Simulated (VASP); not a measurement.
ZnO, 2 atoms in the cell. The structure is cubic, space group Fm-3m (No. 225). The conventional cell has a = 4.350 Å, b = 4.350 Å, c = 4.350 Å, α = 90.00°, β = 90.00°, γ = 90.00°. Within 2.9 Å of Zn (site symmetry m-3m) lie 6 O at 2.18 Å. Within 2.9 Å of O (site symmetry m-3m) lie 6 Zn at 2.18 Å.  This cell differs from its parent crystal: volume scaled by 1.05.

```yaml
Program: VASP 6.6.1
Task: electric field gradients
Functional: PBE
Potentials_or_basis: VASP PAW PBE potentials, release 64 (Zn, O)
Cutoff: 520 eV
k_mesh: 10 × 10 × 10
Occupations: fermi-dirac, width 0.03 eV
Spin: no spin polarisation
Dipole_correction: no
Further_INCAR_settings: ALGO = Normal; EDIFF = 1e-08; NBANDS = 16
```

Potentials or basis: VASP PAW PBE potentials, release 64 (Zn, O).

Command:

```console
$ cat potpaw_PBE.64/Zn/POTCAR potpaw_PBE.64/O/POTCAR > POTCAR
$ mpirun -np 1 vasp_std > vasp.out
```

Hardware: 1 thread of AMD EPYC 7R13 Processor (Zen 3), with other jobs on the host.

Task: How long does it take, and how much memory?

Result: Run time: 17 s on 1 thread of AMD EPYC 7R13 Processor (Zen 3), on a shared host, peak memory 0.11 GiB. Counts: scf iterations 16, k points 47.
